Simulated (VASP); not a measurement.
A run of VASP 6.6.1:

File INCAR:

```
PREC     = Accurate       # precision mode
ENCUT    = 600            # plane-wave cutoff, eV
EDIFF    = 1E-7           # SCF threshold, eV
ISMEAR   = 0              # smearing method
SIGMA    = 0.1            # smearing width, eV
LREAL    = False          # projectors in reciprocal space
LASPH    = True           # aspherical terms in the spheres
NELM     = 100            # most SCF steps
ALGO     = Normal         # electronic algorithm
ISIF     = 3              # what is computed and relaxed
LWAVE    = False          # write WAVECAR
LCHARG   = False          # write CHGCAR
GGA      = PE             # functional
IBRION   = 2              # ionic algorithm
NSW      = 100            # ionic steps
EDIFFG   = -0.01          # ionic threshold
```

The input KPOINTS:

```
Automatic mesh
0
Gamma
  10 10 10
```

File POSCAR:

```
SnH7
1.0
    0.0000000000      3.2145241258      3.2145241258
    3.2145241258      0.0000000000      3.2145241258
    3.2145241258      3.2145241258      0.0000000000
Sn H
1 7
Direct
    0.2500000000      0.2500000000      0.2500000000
    0.6449251923      0.3550748077      0.3550748077
    0.3550748077      0.6449251923      0.6449251923
    0.6449251923      0.3550748077      0.6449251923
    0.3550748077      0.6449251923      0.3550748077
    0.6449251923      0.6449251923      0.3550748077
    0.3550748077      0.3550748077      0.6449251923
    0.7500000000      0.7500000000      0.7500000000
```

Potentials or basis: VASP PAW PBE potentials, release 64 (Sn_d, H).

Launch:

```bash
$ cat potpaw_PBE.64/Sn_d/POTCAR potpaw_PBE.64/H/POTCAR > POTCAR
$ mpirun -np 1 vasp_std > vasp.out
```

Hardware: 1 thread of Intel Xeon 8259CL, with other jobs on the host.

Question: How long does it take, and how much memory?

Answer: It took 4.7 min on 1 thread of Intel Xeon 8259CL, on a shared host, peak memory 0.25 GiB. Counts: scf iterations 46, k points 47, ion steps 5.
